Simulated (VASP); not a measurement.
# AlN (I-4m2) in VASP: further runs, part 2 of 3

VASP 6.6.1. The steps go on from the part before.

### 4 Single point, r2SCAN (uniaxial z strain +1.0%)

File POSCAR:

```
AlN
1.0
    0.0000000000      2.1848764125      2.2067251766
    2.1848764125      0.0000000000      2.2067251766
    2.1848764125      2.1848764125      0.0000000000
Al N
1 1
Direct
    0.0000000000      0.0000000000      0.0000000000
    0.2500000000      0.2500000000      0.2500000000
```

File INCAR.step1:

```
SYSTEM = AlN
ALGO = Normal
EDIFF = 1E-4
ENCUT = 520
GGA = PE
ISMEAR = 0
LASPH = .True.
LCHARG = .False.
LREAL = .False.
LWAVE = .True.
NBANDS = 11
NELM = 60
PREC = Accurate
SIGMA = 0.01
```

File INCAR.step2:

```
SYSTEM = AlN
ALGO = Normal
EDIFF = 1E-6
ENCUT = 520
ISIF = 2
ISMEAR = 0
ISTART = 1
LASPH = .True.
LCHARG = .False.
LMIXTAU = .True.
LREAL = .False.
LWAVE = .False.
METAGGA = R2SCAN
NBANDS = 11
NELM = 60
PREC = Accurate
SIGMA = 0.01
```

File KPOINTS:

```
k-points
0
Gamma
  10 10 10
  0 0 0
```

Potentials or basis: VASP PAW PBE potentials, release 64 (Al, N).

Launch:

```console
> cat potpaw_PBE.64/Al/POTCAR potpaw_PBE.64/N/POTCAR > POTCAR
> cp INCAR.step1 INCAR
> mpirun -np 1 vasp_std > vasp.out
> cp INCAR.step2 INCAR
> mpirun -np 1 vasp_std > vasp.out
```

OUTCAR:

```text
SYSTEM = AlN
   EDIFF = 1E-6
   ENCUT = 520
   ISIF = 2
   ISMEAR = 0
   ISTART = 1
   LASPH = .True.
   LREAL = .False.
   METAGGA = R2SCAN
   NELM = 60
   PREC = Accurate

 ion  position               nearest neighbor table
   1  0.000  0.000  0.000-   2 1.90   2 1.90   2 1.90   2 1.90
   2  0.250  0.250  0.250-   1 1.90   1 1.90   1 1.90   1 1.90

  LATTYP: Found a body centered tetragonal cell.
 ALAT       =     3.0898818547
 C/A-ratio  =     1.4283556980

  Lattice vectors:

 A1 = (  -2.1848764125,   0.0000000000,   2.2067251766)
 A2 = (   2.1848764125,   0.0000000000,   2.2067251766)
 A3 = (   0.0000000000,   2.1848764125,  -2.2067251766)

Analysis of symmetry for initial positions (statically):
=====================================================================
 Subroutine PRICEL returns:
 Original cell was already a primitive cell.

 Routine SETGRP: Setting up the symmetry group for a
 body centered tetragonal supercell.

 Subroutine GETGRP returns: Found  8 space group operations
 (whereof  8 operations were pure point group operations)
 out of a pool of 16 trial point group operations.

The static configuration has the point symmetry D_2d.

Analysis of symmetry for dynamics (positions and initial velocities):
=====================================================================
 Subroutine PRICEL returns:
 Original cell was already a primitive cell.

 Routine SETGRP: Setting up the symmetry group for a
 body centered tetragonal supercell.

 Subroutine GETGRP returns: Found  8 space group operations
 (whereof  8 operations were pure point group operations)
 out of a pool of 16 trial point group operations.

The dynamic configuration has the point symmetry D_2d.

 Subroutine INISYM returns: Found  8 space group operations
 (whereof  8 operations are pure point group operations),
 and found     1 'primitive' translations

----------------------------------------------------------------------------------------

                                     Primitive cell

  volume of cell :      21.0684

  direct lattice vectors                    reciprocal lattice vectors
     0.000000000  2.184876412  2.206725177    -0.228845896  0.228845896  0.226580095
     2.184876412  0.000000000  2.206725177     0.228845896 -0.228845896  0.226580095
     2.184876412  2.184876412  0.000000000     0.228845896  0.228845896 -0.226580095

  length of vectors
     3.105369695  3.105369695  3.089881855     0.395068890  0.395068890  0.395068890

  position of ions in fractional coordinates (direct lattice)
     0.000000000  0.000000000  0.000000000
     0.250000000  0.250000000  0.250000000

  ion indices of the primitive-cell ions
   primitive index   ion index
                 1           1
                 2           2

----------------------------------------------------------------------------------------

 KPOINTS: k-points

Automatic generation of k-mesh.
 Grid dimensions read from file:
 generate k-points for:   10   10   10

 Generating k-lattice:

  Cartesian coordinates                     Fractional coordinates (reciprocal lattice)
    -0.022884590  0.022884590  0.022658009     0.100000000  0.000000000  0.000000000
[... 39 lines left out ...]
  0.400000  0.300000  0.000000      8.000000
 [... further k-points ...]
   k-points           NKPTS =    102   k-points in BZ     NKDIM =    102   number of bands    NBANDS=     11
   number of dos      NEDOS =    301   number of ions     NIONS =      2
   total plane-waves  NPLWV =  13824
   dimension x,y,z NGX =    24 NGY =   24 NGZ =   24
   dimension x,y,z NGXF=    48 NGYF=   48 NGZF=   48
   ions per type =               1   1
   NGX,Y,Z   is equivalent  to a cutoff of  12.85, 12.85, 12.91 a.u.
   NGXF,Y,Z  is equivalent  to a cutoff of  25.70, 25.70, 25.83 a.u.
 SYSTEM =  AlN
   PREC   = accura    normal or accurate (medium, high low for compatibility)
   ISTART =      1    job   : 0-new  1-cont  2-samecut
   ICHARG =      0    charge: 1-file 2-atom 10-const
   ISPIN  =      1    spin polarized calculation?
   LNONCOLLINEAR =      F non collinear calculations
   LSORBIT =      F    spin-orbit coupling
   LASPH  =      T    aspherical Exc in radial PAW
   ENCUT  =  520.0 eV  38.22 Ry    6.18 a.u.   5.77  5.77  5.75*2*pi/ulx,y,z
   NELM   =     60;   NELMIN=  2; NELMDL=  0     # of ELM steps
   EDIFF  = 0.1E-05   stopping-criterion for ELM
   LREAL  =      F    real-space projection
   EDIFFG = 0.1E-04   stopping-criterion for IOM
   NSW    =      0    number of steps for IOM
   IBRION =     -1    ionic relax: 0-MD 1-quasi-New 2-CG
   NFREE  =      0    steps in history (QN), initial steepest desc. (CG)
   ISIF   =      2    stress and relaxation
   ISYM   =      2    0-nonsym 1-usesym 2-fastsym
   POTIM  = 0.5000    time-step for ionic-motion
   TEBEG  =    0.0;   TEEND  =   0.0 temperature during run
   PSTRESS=    0.0 pullay stress
   NELECT =       8.0000    total number of electrons
   NUPDOWN=      -1.0000    fix difference up-down
   EMIN   =  10.00;   EMAX   =-10.00  energy-range for DOS
   EFERMI =   0.00;   METHOD = LEGACY
   ISMEAR =     0;   SIGMA  =   0.01  broadening in eV -4-tet -1-fermi 0-gaus
   EFERMI_NEDOS =   21; number of points for ismear=-14 and -15
   IALGO  =     38    algorithm
   IMIX   =      4    mixing-type and parameters
     AMIX     =   0.40;   BMIX     =  1.00
     AMIX_MAG =   1.60;   BMIX_MAG =  1.00
  volume/ion in A,a.u.               =      10.53        71.09
  Fermi-wavevector in a.u.,A,eV,Ry     =   1.185480  2.240232 19.121116  1.405362
  Thomas-Fermi vector in A             =   2.321673
   LORBIT       =      0    0 simple, 1 ext, 2 COOP (PROOUT), +10 PAW based schemes
   METAGGA = R2SCAN    functional components
   LHFCALC =     F    Hartree Fock is set to
   AEXX    =    0.0000 exact exchange contribution
   IVDW    =     0    specifies the selected vdW correction
   LEPSILON=     F    determine dielectric tensor
   LRPA    =     F    only Hartree local field effects (RPA)
 non-spin polarized calculation
 Gauss-broadening in eV      SIGMA  =   0.01
  energy-cutoff  :      520.00
  volume of cell :       21.07
 maximum number of plane-waves:       588
   NGX = 11   NGY = 11   NGZ = 11

 number of electron       8.0000000 magnetization

 Free energy of the ion-electron system (eV)
  ---------------------------------------------------
  ext. energy  EPLUGINS =         0.00000000
  ---------------------------------------------------
  free energy    TOTEN  =       -19.17744127 eV

  energy without entropy =      -19.17744127  energy(sigma->0) =      -19.17744127

 E-fermi :   5.6524     XC(G=0): -11.3681

 val. band max:        5.6044449219   @ k =   0.0000   0.0000   0.0000
 cond. band min:       9.5007443880   @ k =   0.5000   0.0000   0.5000
 fundamental gap:      3.8962994661
 Fermi energy:         5.6524160624

 k-point     1 :       0.0000    0.0000    0.0000
  band No.  band energies     occupation
      1     -10.0873      2.00000
      2       5.5613      2.00000
      3       5.6044      2.00000
      4       5.6044      2.00000
      5      10.3777      0.00000
      6      18.9922      0.00000
      7      18.9922      0.00000
      8      19.0062      0.00000
      9      23.8599      0.00000
     10      24.1971      0.00000
     11      25.4710      0.00000
[... 309 lines left out ...]
 k-point    24 :       0.4000    0.3000    0.0000
  band No.  band energies     occupation
      1      -8.1507      2.00000
      2       1.3883      2.00000
      3       3.9111      2.00000
      4       4.2212      2.00000
      5      11.1400      0.00000
      6      16.0262      0.00000
      7      18.6388      0.00000
      8      21.2096      0.00000
      9      21.7489      0.00000
     10      27.9842      0.00000
     11      30.2509      0.00000

 [... further k-points ...]

------------------------ aborting loop because EDIFF is reached ----------------------------------------

  FORCE on cell =-STRESS in cart. coord.  units (eV):
  Direction    XX          YY          ZZ          XY          YZ          ZX
  --------------------------------------------------------------------------------------
  -------------------------------------------------------------------------------------
  Total       -0.2560425     -0.2560425     -0.4551256      0.0000000      0.0000000      0.0000000
  in kB      -19.4711105    -19.4711105    -34.6106609      0.0000000      0.0000000      0.0000000
  external PRESSURE =     -24.5176273 kB  Pullay stress =       0.0000000 kB

 VOLUME and BASIS-vectors are now :
 -----------------------------------------------------------------------------
  energy-cutoff  :      520.00
  volume of cell :       21.07
      direct lattice vectors                 reciprocal lattice vectors
     0.000000000  2.184876412  2.206725177    -0.228845896  0.228845896  0.226580095
     2.184876412  0.000000000  2.206725177     0.228845896 -0.228845896  0.226580095
     2.184876412  2.184876412  0.000000000     0.228845896  0.228845896 -0.226580095

 POSITION                                       TOTAL-FORCE (eV/Angst)
 -----------------------------------------------------------------------------------
      0.00000      0.00000      0.00000        -0.000000     -0.000000      0.000000
      1.09244      1.09244      1.10336         0.000000      0.000000      0.000000
 -----------------------------------------------------------------------------------
    total drift:                                0.000000      0.000000     -0.000001

  FREE ENERGIE OF THE ION-ELECTRON SYSTEM (eV)
  ---------------------------------------------------
  free  energy   TOTEN  =       -19.1774412724 eV

  energy  without entropy=      -19.1774412724  energy(sigma->0) =      -19.17744127
```

OUTCAR.step1:

```text
SYSTEM = AlN
   EDIFF = 1E-4
   ENCUT = 520
   GGA = PE
   ISMEAR = 0
   LASPH = .True.
   LREAL = .False.
[... 557 lines left out ...]
      0.00000      0.00000      0.00000        -0.000000     -0.000000     -0.000000
      1.09244      1.09244      1.10336         0.000000      0.000000      0.000000
 -----------------------------------------------------------------------------------
    total drift:                                0.000000      0.000000      0.000000

  FREE ENERGIE OF THE ION-ELECTRON SYSTEM (eV)
  ---------------------------------------------------
  free  energy   TOTEN  =       -14.8449854747 eV

  energy  without entropy=      -14.8449854747  energy(sigma->0) =      -14.84498547
```

OSZICAR.step1:

```text
N       E                     dE             d eps       ncg     rms          rms(c)
DAV:   1     0.117681008821E+02    0.11768E+02   -0.38729E+03  2292   0.609E+02
DAV:   2    -0.162505347428E+02   -0.28019E+02   -0.26773E+02  2665   0.138E+02
DAV:   3    -0.171990693935E+02   -0.94853E+00   -0.94703E+00  2762   0.242E+01
DAV:   4    -0.172041970656E+02   -0.51277E-02   -0.51274E-02  2559   0.194E+00
DAV:   5    -0.172042599192E+02   -0.62854E-04   -0.62853E-04  2727   0.208E-01    0.857E+00
DAV:   6    -0.148541892666E+02    0.23501E+01   -0.11893E+01  2643   0.172E+01    0.281E+00
DAV:   7    -0.148515086243E+02    0.26806E-02   -0.16665E-01  2505   0.322E+00    0.205E+00
DAV:   8    -0.148464277862E+02    0.50808E-02   -0.28936E-02  2472   0.160E+00    0.589E-01
DAV:   9    -0.148449407421E+02    0.14870E-02   -0.42588E-03  2724   0.387E-01    0.234E-01
DAV:  10    -0.148449854747E+02   -0.44733E-04   -0.42878E-04  2415   0.134E-01
   1 F= -.14844985E+02 E0= -.14844985E+02  d E =-.173276E-59
```

It took 72 s on 1 thread of Intel Xeon 8259CL, shared host; peak memory 0.15 GiB.

Results:

```yaml
Free_energy: -19.1774 eV
Pressure: -2.5 GPa
Band_gap_on_the_k_mesh: 3.90 eV (least direct gap 4.77 eV)
```

Stress tensor (GPa, compression positive):
```
-1.95  0.00  0.00
 0.00 -1.95  0.00
 0.00  0.00 -3.46
```

Caveat: the cell differs from its parent crystal (uniaxial z strain +1.0%); the PAW data sets were made with another functional, which shifts forces and pressure a little. A k mesh can miss the band edges.

(Continued in part 3 of 3.)
